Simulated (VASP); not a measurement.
# TaN (P-6m2) in VASP: notebook

TaN is run at these levels: LDA; tasks: relaxation of shape and atoms at fixed volume.

All numbers are computed with VASP 6.6.1; they aren't measurements. Logs are shortened: lines on timing, memory, paths and dates and some standing lists are left out, and cuts for length are marked.

**1. The cell of the first run**

The structure is hexagonal, space group P-6m2 (No. 187). Conventional cell: a = 2.845 Å, b = 2.845 Å, c = 2.797 Å, α = 90.00°, β = 90.00°, γ = 120.00°. Ta (site symmetry -6m2) has 6 N at 2.16 Å and 8 Ta at 2.80 to 2.85 Å within 2.9 Å. Within 2.9 Å of N (site symmetry -6m2) lie 6 Ta at 2.16 Å and 8 N at 2.80 to 2.85 Å.

**2. Relaxation of shape and atoms at fixed volume, LDA (9.81 Å³/atom)**

INCAR

```
ALGO = Normal
EDIFF = 1E-7
EDIFFG = -0.01
ENCUT = 600
GGA = CA
IBRION = 2
ISIF = 4
ISMEAR = 0
LASPH = T
LCHARG = F
LREAL = F
LWAVE = F
NELM = 100
NSW = 50
PREC = Accurate
SIGMA = 0.1
```

KPOINTS

```
k-points
0
Gamma
  18 18 14
```

POSCAR

```
TaN
1.0
    2.8452502643      0.0000000000      0.0000000000
   -1.4226251321      2.4640590090      0.0000000000
    0.0000000000      0.0000000000      2.7971477758
Ta N
1 1
Direct
    0.0000000000      0.0000000000      0.5000000000
    0.6666666667      0.3333333333      0.0000000000
```

Potentials or basis: VASP PAW LDA potentials, release 64 (Ta_pv, N).

The run is started by

```bash
$ cat potpaw_LDA.64/Ta_pv/POTCAR potpaw_LDA.64/N/POTCAR > POTCAR
$ mpirun -np 1 vasp_std > vasp.out
```

OUTCAR:

```text
EDIFF = 1E-7
   EDIFFG = -0.01
   ENCUT = 600
   GGA = CA
   IBRION = 2
   ISIF = 4
   ISMEAR = 0
   LASPH = T
   LREAL = F
   NELM = 100
   NSW = 50
   PREC = Accurate

 ion  position               nearest neighbor table
   1  0.000  0.000  0.500-   2 2.16   2 2.16   2 2.16   2 2.16   2 2.16   2 2.16
   2  0.667  0.333  0.000-   1 2.16   1 2.16   1 2.16   1 2.16   1 2.16   1 2.16

  LATTYP: Found a hexagonal cell.
 ALAT       =     2.8452502643
 C/A-ratio  =     0.9830937584

  Lattice vectors:

 A1 = (   2.8452502643,   0.0000000000,   0.0000000000)
 A2 = (  -1.4226251321,   2.4640590090,   0.0000000000)
 A3 = (   0.0000000000,   0.0000000000,   2.7971477758)

Analysis of symmetry for initial positions (statically):
=====================================================================
 Subroutine PRICEL returns:
 Original cell was already a primitive cell.

 Routine SETGRP: Setting up the symmetry group for a
 hexagonal supercell.

 Subroutine GETGRP returns: Found 12 space group operations
 (whereof 12 operations were pure point group operations)
 out of a pool of 24 trial point group operations.

The static configuration has the point symmetry D_3h.

Analysis of symmetry for dynamics (positions and initial velocities):
=====================================================================
 Subroutine PRICEL returns:
 Original cell was already a primitive cell.

 Routine SETGRP: Setting up the symmetry group for a
 hexagonal supercell.

 Subroutine GETGRP returns: Found 12 space group operations
 (whereof 12 operations were pure point group operations)
 out of a pool of 24 trial point group operations.

The dynamic configuration has the point symmetry D_3h.

 Subroutine INISYM returns: Found 12 space group operations
 (whereof 12 operations are pure point group operations),
 and found     1 'primitive' translations

----------------------------------------------------------------------------------------

                                     Primitive cell

  volume of cell :      19.6104

  direct lattice vectors                    reciprocal lattice vectors
     2.845250264  0.000000000  0.000000000     0.351462932  0.202917218  0.000000000
    -1.422625132  2.464059009  0.000000000     0.000000000  0.405834437  0.000000000
     0.000000000  0.000000000  2.797147776     0.000000000  0.000000000  0.357507032

  length of vectors
     2.845250264  2.845250264  2.797147776     0.405834437  0.405834437  0.357507032

  position of ions in fractional coordinates (direct lattice)
     0.000000000  0.000000000  0.500000000
     0.666666667  0.333333333  0.000000000

  ion indices of the primitive-cell ions
   primitive index   ion index
                 1           1
                 2           2

----------------------------------------------------------------------------------------

 KPOINTS: k-points

Automatic generation of k-mesh.
 Grid dimensions read from file:
 generate k-points for:   18   18   14

 Generating k-lattice:

  Cartesian coordinates                     Fractional coordinates (reciprocal lattice)
     0.019525718  0.011273179  0.000000000     0.055555556  0.000000000  0.000000000
     0.000000000  0.022546358  0.000000000     0.000000000  0.055555556  0.000000000
     0.000000000  0.000000000  0.025536217     0.000000000  0.000000000  0.071428571

  Length of vectors
     0.022546358  0.022546358  0.025536217

  Shift w.r.t. Gamma in fractional coordinates (k-lattice)
     0.000000000  0.000000000  0.000000000

 Subroutine IBZKPT returns following result:
 ===========================================

 Found    296 irreducible k-points:

 Following reciprocal coordinates:
            Coordinates               Weight
  0.000000  0.000000  0.000000      1.000000
  0.055556 -0.000000  0.000000      6.000000
  0.111111 -0.000000  0.000000      6.000000
  0.166667 -0.000000  0.000000      6.000000
  0.222222 -0.000000  0.000000      6.000000
  0.277778  0.000000  0.000000      6.000000
[... 16 lines left out ...]
  0.333333  0.111111  0.000000     12.000000
  0.388889  0.111111  0.000000     12.000000
 [... further k-points ...]
   k-points           NKPTS =    296   k-points in BZ     NKDIM =    296   number of bands    NBANDS=     12
   number of dos      NEDOS =    301   number of ions     NIONS =      2
   total plane-waves  NPLWV =  13824
   dimension x,y,z NGX =    24 NGY =   24 NGZ =   24
   dimension x,y,z NGXF=    48 NGYF=   48 NGZF=   48
   ions per type =               1   1
   NGX,Y,Z   is equivalent  to a cutoff of  14.02, 14.02, 14.26 a.u.
   NGXF,Y,Z  is equivalent  to a cutoff of  28.05, 28.05, 28.53 a.u.
 SYSTEM =  unknown system
   PREC   = accura    normal or accurate (medium, high low for compatibility)
   ISTART =      0    job   : 0-new  1-cont  2-samecut
   ICHARG =      2    charge: 1-file 2-atom 10-const
   ISPIN  =      1    spin polarized calculation?
   LNONCOLLINEAR =      F non collinear calculations
   LSORBIT =      F    spin-orbit coupling
   LASPH  =      T    aspherical Exc in radial PAW
   ENCUT  =  600.0 eV  44.10 Ry    6.64 a.u.   5.68  5.68  5.59*2*pi/ulx,y,z
   NELM   =    100;   NELMIN=  2; NELMDL= -5     # of ELM steps
   EDIFF  = 0.1E-06   stopping-criterion for ELM
   LREAL  =      F    real-space projection
   EDIFFG = -.1E-01   stopping-criterion for IOM
   NSW    =     50    number of steps for IOM
   IBRION =      2    ionic relax: 0-MD 1-quasi-New 2-CG
   NFREE  =      1    steps in history (QN), initial steepest desc. (CG)
   ISIF   =      4    stress and relaxation
   ISYM   =      2    0-nonsym 1-usesym 2-fastsym
   POTIM  = 0.5000    time-step for ionic-motion
   TEBEG  =    0.0;   TEEND  =   0.0 temperature during run
   PSTRESS=    0.0 pullay stress
   NELECT =      16.0000    total number of electrons
   NUPDOWN=      -1.0000    fix difference up-down
   EMIN   =  10.00;   EMAX   =-10.00  energy-range for DOS
   EFERMI =   0.00;   METHOD = LEGACY
   ISMEAR =     0;   SIGMA  =   0.10  broadening in eV -4-tet -1-fermi 0-gaus
   EFERMI_NEDOS =   21; number of points for ismear=-14 and -15
   IALGO  =     38    algorithm
   IMIX   =      4    mixing-type and parameters
     AMIX     =   0.40;   BMIX     =  1.00
     AMIX_MAG =   1.60;   BMIX_MAG =  1.00
  volume/ion in A,a.u.               =       9.81        66.17
  Fermi-wavevector in a.u.,A,eV,Ry     =   1.529745  2.890800 31.839280  2.340121
  Thomas-Fermi vector in A             =   2.637324
   LORBIT       =      0    0 simple, 1 ext, 2 COOP (PROOUT), +10 PAW based schemes
   GGA     = CA    functional components
   LHFCALC =     F    Hartree Fock is set to
   AEXX    =    0.0000 exact exchange contribution
   IVDW    =     0    specifies the selected vdW correction
   LEPSILON=     F    determine dielectric tensor
   LRPA    =     F    only Hartree local field effects (RPA)
 conjugate gradient relaxation of ions
 non-spin polarized calculation
 Gauss-broadening in eV      SIGMA  =   0.10
  energy-cutoff  :      600.00
  volume of cell :       19.61
 maximum number of plane-waves:       672
 NGX is ok and might be reduce to    24
   NGX = 11   NGY = 11   NGZ = 11

--------------------------------------- Ionic step        1  -------------------------------------------

 number of electron      15.9999999 magnetization

 Free energy of the ion-electron system (eV)
  ---------------------------------------------------
  ext. energy  EPLUGINS =         0.00000000
  ---------------------------------------------------
  free energy    TOTEN  =       -24.59928614 eV

  energy without entropy =      -24.59893343  energy(sigma->0) =      -24.59910979

------------------------ aborting loop because EDIFF is reached ----------------------------------------

  FORCE on cell =-STRESS in cart. coord.  units (eV):
  Direction    XX          YY          ZZ          XY          YZ          ZX
  --------------------------------------------------------------------------------------
  -------------------------------------------------------------------------------------
  Total        3.5311956      3.5311956      3.7740161      0.0000000      0.0000000     -0.0000000
  in kB      288.4996984    288.4996984    308.3382062      0.0000000      0.0000000     -0.0000000
  external PRESSURE =     295.1125343 kB  Pullay stress =       0.0000000 kB
[... 57 lines left out ...]
  energy  without entropy=      -24.5988432416  energy(sigma->0) =      -24.59900600

--------------------------------------- Ionic step        3  -------------------------------------------

 number of electron      15.9999999 magnetization

 Free energy of the ion-electron system (eV)
  ---------------------------------------------------
  ext. energy  EPLUGINS =         0.00000000
  ---------------------------------------------------
  free energy    TOTEN  =       -24.59949661 eV

  energy without entropy =      -24.59915688  energy(sigma->0) =      -24.59932674

 E-fermi :   9.1003     XC(G=0): -14.0974

 val. band max:        9.0783885807   @ k =   0.5000   0.0000   0.5000
 cond. band min:       9.1144649034   @ k =   0.0556  -0.0000   0.5000
 fundamental gap:      0.0360763227
 Fermi energy:         9.1002819502

 k-point     1 :       0.0000    0.0000    0.0000
  band No.  band energies     occupation
      1     -25.2370      2.00000
      2     -24.8920      2.00000
      3     -24.8920      2.00000
      4      -9.1094      2.00000
      5       4.2080      2.00000
      6       4.2080      2.00000
      7       4.4709      2.00000
      8       6.1507      2.00000
      9      12.2821      0.00000
     10      13.1540      0.00000
     11      13.1540      0.00000
     12      13.6342      0.00000
[... 331 lines left out ...]
 k-point    24 :       0.3889    0.1111    0.0000
  band No.  band energies     occupation
      1     -26.2773      2.00000
      2     -25.3259      2.00000
      3     -25.0217      2.00000
      4      -6.3434      2.00000
      5       0.5945      2.00000
      6       3.5056      2.00000
      7       4.6296      2.00000
      8       6.6650      2.00000
      9      11.6276      0.00000
     10      12.6430      0.00000
     11      14.4056      0.00000
     12      15.8748      0.00000

 [... further k-points ...]
[... 5 lines left out ...]
  --------------------------------------------------------------------------------------
  -------------------------------------------------------------------------------------
  Total        3.6010459      3.6010459      3.6006042      0.0000000      0.0000000     -0.0000000
  in kB      294.2064905    294.2064905    294.1704040      0.0000000      0.0000000     -0.0000000
  external PRESSURE =     294.1944617 kB  Pullay stress =       0.0000000 kB
[... 17 lines left out ...]
  FREE ENERGIE OF THE ION-ELECTRON SYSTEM (eV)
  ---------------------------------------------------
  free  energy   TOTEN  =       -24.5994966078 eV

  energy  without entropy=      -24.5991568758  energy(sigma->0) =      -24.59932674

 reached required accuracy - stopping structural energy minimisation
```

It took 1.9 min on 1 thread of Intel Xeon 8259CL, shared host; peak memory 0.21 GiB.

Results:

* Free energy: -24.5995 eV
* Energy gained by relaxing: 0.1 meV/atom
* Ionic steps: 3
* Pressure after relaxing: 29.4 GPa
* Band gap on the k mesh: zero (bands 8 and 9 overlap by 0.38 eV)

The path:
```tsv
step	energy change (eV)	largest force (eV/Å)	pressure (GPa)	volume (Å³)
1	0.0000	0.0000	29.51	19.61
2	0.0001	0.0000	29.30	19.61
3	-0.0002	0.0000	29.42	19.61
```

Final structure:
```xyz
2
Lattice="2.8428 0.0000 0.0000 -1.4214 2.4619 0.0000 0.0000 0.0000 2.8020" Properties=species:S:1:pos:R:3 pbc="T T T"
Ta   -1.4214    2.4619    1.4010
N     1.4214    0.8206    2.8020
```

Levels at points of the mesh, in eV from the Fermi level:
```
           k point  band 4  band 5  band 6  band 7  band 8  band 9  band 10  band 11  band 12
(0.00, 0.00, 0.00)  -18.21   -4.89   -4.89   -4.63   -2.95    3.18     4.05     4.05     4.53
(0.50, 0.00, 0.00)  -15.48   -8.71   -5.67   -3.85   -3.22    3.36     4.71     5.76     6.08
(0.00, 0.00, 0.50)  -14.91   -9.84   -3.99   -3.99   -0.11   -0.11     2.70     3.64     3.64
(0.50, 0.00, 0.50)  -16.08   -7.80   -6.44   -6.16   -0.02    4.94     6.17     6.95     8.02
```

Caveat: spin-orbit coupling is left out, which moves the levels of the heavy elements.

**3. Relaxation of shape and atoms at fixed volume, LDA (11.37 Å³/atom)**

This run uses another cell than the first one, of 11.37 Å³/atom.

INCAR

```
PREC = Accurate ; ENCUT = 600
EDIFF = 1E-6 ; ISMEAR = 0
SIGMA = 0.1 ; LREAL = F
LASPH = T ; NELM = 60
ALGO = Normal ; ISIF = 4
LWAVE = F ; LCHARG = F
GGA = CA ; IBRION = 2
NSW = 50 ; EDIFFG = -0.01
```

KPOINTS

```
regular mesh
0
Gamma
  18 18 14
```

POSCAR

```
TaN
1.0
    2.9951518454      0.0000000000      0.0000000000
   -1.4975759227      2.5938775863      0.0000000000
    0.0000000000      0.0000000000      2.9269635269
Ta N
1 1
Direct
    0.0000000000      0.0000000000      0.5000000000
    0.6666666667      0.3333333333      0.0000000000
```

Potentials or basis: VASP PAW LDA potentials, release 64 (Ta_pv, N).

The run is started by

```bash
$ cat potpaw_LDA.64/Ta_pv/POTCAR potpaw_LDA.64/N/POTCAR > POTCAR
$ mpirun -np 1 vasp_std > vasp.out
```

OUTCAR:

```text
PREC = Accurate
   ENCUT = 600
   EDIFF = 1E-6
   ISMEAR = 0
   LREAL = F
   LASPH = T
   NELM = 60
   ISIF = 4
   GGA = CA
   IBRION = 2
   NSW = 50
   EDIFFG = -0.01

 ion  position               nearest neighbor table
   1  0.000  0.000  0.500-   2 2.27   2 2.27   2 2.27   2 2.27   2 2.27   2 2.27
   2  0.667  0.333  0.000-   1 2.27   1 2.27   1 2.27   1 2.27   1 2.27   1 2.27

  LATTYP: Found a hexagonal cell.
 ALAT       =     2.9951518454
 C/A-ratio  =     0.9772337691

  Lattice vectors:

 A1 = (   2.9951518454,   0.0000000000,   0.0000000000)
 A2 = (  -1.4975759227,   2.5938775863,   0.0000000000)
 A3 = (   0.0000000000,   0.0000000000,   2.9269635269)

Analysis of symmetry for initial positions (statically):
=====================================================================
 Subroutine PRICEL returns:
 Original cell was already a primitive cell.

 Routine SETGRP: Setting up the symmetry group for a
 hexagonal supercell.

 Subroutine GETGRP returns: Found 12 space group operations
 (whereof 12 operations were pure point group operations)
 out of a pool of 24 trial point group operations.

The static configuration has the point symmetry D_3h.

Analysis of symmetry for dynamics (positions and initial velocities):
=====================================================================
 Subroutine PRICEL returns:
 Original cell was already a primitive cell.

 Routine SETGRP: Setting up the symmetry group for a
 hexagonal supercell.

 Subroutine GETGRP returns: Found 12 space group operations
 (whereof 12 operations were pure point group operations)
 out of a pool of 24 trial point group operations.

The dynamic configuration has the point symmetry D_3h.

 Subroutine INISYM returns: Found 12 space group operations
 (whereof 12 operations are pure point group operations),
 and found     1 'primitive' translations

----------------------------------------------------------------------------------------

[... 130 lines left out ...]
   NGX = 11   NGY = 11   NGZ = 11

--------------------------------------- Ionic step        1  -------------------------------------------

 number of electron      16.0000000 magnetization

 Free energy of the ion-electron system (eV)
  ---------------------------------------------------
  ext. energy  EPLUGINS =         0.00000000
  ---------------------------------------------------
  free energy    TOTEN  =       -24.56749483 eV

  energy without entropy =      -24.56720958  energy(sigma->0) =      -24.56735221

------------------------ aborting loop because EDIFF is reached ----------------------------------------

  FORCE on cell =-STRESS in cart. coord.  units (eV):
  Direction    XX          YY          ZZ          XY          YZ          ZX
  --------------------------------------------------------------------------------------
  -------------------------------------------------------------------------------------
  Total       -3.6236087     -3.6236087     -3.7530874      0.0000000      0.0000000      0.0000000
  in kB     -255.3090696   -255.3090696   -264.4317709      0.0000000      0.0000000      0.0000000
  external PRESSURE =    -258.3499700 kB  Pullay stress =       0.0000000 kB
[... 59 lines left out ...]
--------------------------------------- Ionic step        3  -------------------------------------------

 number of electron      16.0000000 magnetization

 Free energy of the ion-electron system (eV)
  ---------------------------------------------------
  ext. energy  EPLUGINS =         0.00000000
  ---------------------------------------------------
  free energy    TOTEN  =       -24.56756319 eV

  energy without entropy =      -24.56727604  energy(sigma->0) =      -24.56741962

 E-fermi :   7.5140     XC(G=0): -13.2952

 val. band max:        7.4768813024   @ k =   0.0000   0.0000   0.4286
 cond. band min:       7.5461971549   @ k =   0.0556   0.0000   0.5000
 fundamental gap:      0.0693158524
 Fermi energy:         7.5140422999

 k-point     1 :       0.0000    0.0000    0.0000
  band No.  band energies     occupation
      1     -27.2269      2.00000
      2     -27.0050      2.00000
      3     -27.0050      2.00000
      4      -9.5941      2.00000
      5       3.1892      2.00000
      6       3.1892      2.00000
      7       3.6030      2.00000
      8       4.7744      2.00000
      9       9.4652      0.00000
     10      10.9125      0.00000
     11      10.9125      0.00000
     12      11.1835      0.00000
[... 331 lines left out ...]
 k-point    24 :       0.3889    0.1111    0.0000
  band No.  band energies     occupation
      1     -27.8082      2.00000
      2     -27.2583      2.00000
      3     -27.1106      2.00000
      4      -7.4494      2.00000
      5      -0.2037      2.00000
      6       2.7247      2.00000
      7       3.4844      2.00000
      8       5.3871      2.00000
      9       9.6846      0.00000
     10      10.3640      0.00000
     11      11.7280      0.00000
     12      13.1697      0.00000

 [... further k-points ...]
[... 5 lines left out ...]
  --------------------------------------------------------------------------------------
  -------------------------------------------------------------------------------------
  Total       -3.6612370     -3.6612370     -3.6599274      0.0000000      0.0000000     -0.0000000
  in kB     -257.9602521   -257.9602521   -257.8679842      0.0000000      0.0000000     -0.0000000
  external PRESSURE =    -257.9294961 kB  Pullay stress =       0.0000000 kB
[... 17 lines left out ...]
  FREE ENERGIE OF THE ION-ELECTRON SYSTEM (eV)
  ---------------------------------------------------
  free  energy   TOTEN  =       -24.5675631921 eV

  energy  without entropy=      -24.5672760420  energy(sigma->0) =      -24.56741962

 reached required accuracy - stopping structural energy minimisation
```

CONTCAR:

```text
TaN
   1.00000000000000
     2.9967667373183482   -0.0000000000000000    0.0000000000000000
    -1.4983833686591741    2.5952761237263973    0.0000000000000000
     0.0000000000000000    0.0000000000000000    2.9238098238628099
  Ta              N
     1     1
Direct
     0.0000000000000000    0.0000000000000000    0.5000000000000000
     0.6666666667000030    0.3333333332999970    0.0000000000000000

  0.00000000E+00  0.00000000E+00  0.00000000E+00
  0.00000000E+00  0.00000000E+00  0.00000000E+00
```

Run time: 68 s. Hardware: 1 thread of Intel Xeon Platinum 8259CL at 2.50GHz (Skylake/Cascade Lake), shared host; peak memory 0.22 GiB.

Results:

```
Free energy               : -24.5676 eV
Energy gained by relaxing : 0.0 meV/atom
Ionic steps               : 3
Pressure after relaxing   : -25.8 GPa
Band gap on the k mesh    : zero (bands 8 and 9 overlap by 0.36 eV)
```

Final structure:
```cif
data_structure
_symmetry_space_group_name_H-M 'P 1'
_symmetry_Int_Tables_number 1
_cell_length_a 2.9968
_cell_length_b 2.9968
_cell_length_c 2.9238
_cell_angle_alpha 90.000
_cell_angle_beta 90.000
_cell_angle_gamma 120.000
_cell_volume 22.74
loop_
_atom_site_label
_atom_site_type_symbol
_atom_site_fract_x
_atom_site_fract_y
_atom_site_fract_z
_atom_site_occupancy
Ta1 Ta 0.00000 0.00000 0.50000 1
N1 N 0.66667 0.33333 0.00000 1
```

Caveat: spin-orbit coupling is left out, which moves the levels of the heavy elements.
